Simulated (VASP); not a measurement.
**Mn: single point with revPBE**

Crystal: Mn.

```
CELL_PARAMETERS angstrom
0.00000 2.62775 2.62775
2.62775 0.00000 2.62775
2.62775 2.62775 0.00000
ATOMIC_POSITIONS crystal
Mn 0.12500 0.12500 0.12500
Mn 0.87500 0.87500 0.87500
```

```
Program                : VASP 6.6.1
Task                   : single point
Functional             : revPBE
Potentials or basis    : VASP PAW PBE potentials, release 64 (Mn_pv)
Cutoff                 : 520 eV
k mesh                 : 12 × 12 × 12
Occupations            : fermi-dirac, width 0.05 eV
Spin                   : collinear spin, antiferromagnetic start
Starting moments       : [2.48, -2.48] μB
Dipole correction      : no
Further INCAR settings : ALGO = Normal; EDIFF = 1e-06; NBANDS = 24
```

The pressure is 0.2 GPa, the band gap on the k mesh is zero (filled and empty bands overlap) and the net moment is 0.00 μB per cell. The site moments are Mn +2.66, -2.66 μB and the valence electrons inside the program's atomic spheres are Mn 11.77.

Levels at points of the mesh, in eV from the Fermi level:
Spin up:
| k point | band 9 | band 10 | band 11 | band 12 | band 13 | band 14 | band 15 | band 16 | band 17 | band 18 |
| --- | --- | --- | --- | --- | --- | --- | --- | --- | --- | --- |
| (0.00, 0.00, 0.00) | -2.76 | -2.64 | -2.64 | -2.64 | 0.12 | 0.12 | 0.12 | 1.58 | 1.58 | 11.98 |
| (0.50, 0.00, 0.00) | -2.75 | -2.51 | -2.51 | -2.34 | -1.39 | 0.54 | 0.54 | 1.39 | 1.39 | 2.27 |
| (0.50, 0.50, 0.00) | -2.46 | -2.46 | -1.94 | -1.51 | -1.22 | 0.79 | 1.45 | 1.45 | 1.86 | 2.87 |
Spin down:
```
           k point  band 10  band 11  band 12  band 13  band 14  band 15  band 16  band 17
(0.00, 0.00, 0.00)    -2.64    -2.64    -2.64     0.12     0.12     0.12     1.58     1.58
(0.50, 0.00, 0.00)    -2.51    -2.51    -2.34    -1.39     0.54     0.54     1.39     1.39
(0.50, 0.50, 0.00)    -2.46    -1.94    -1.51    -1.22     0.79     1.45     1.45     1.86
```

It took 75 s on 1 thread of Intel(R) Xeon(R) Platinum 8488C (Sapphire Rapids), with other jobs on the host, peak memory 0.22 GiB.

Caveat: the PAW data sets were made with another functional, which shifts forces and pressure a little.
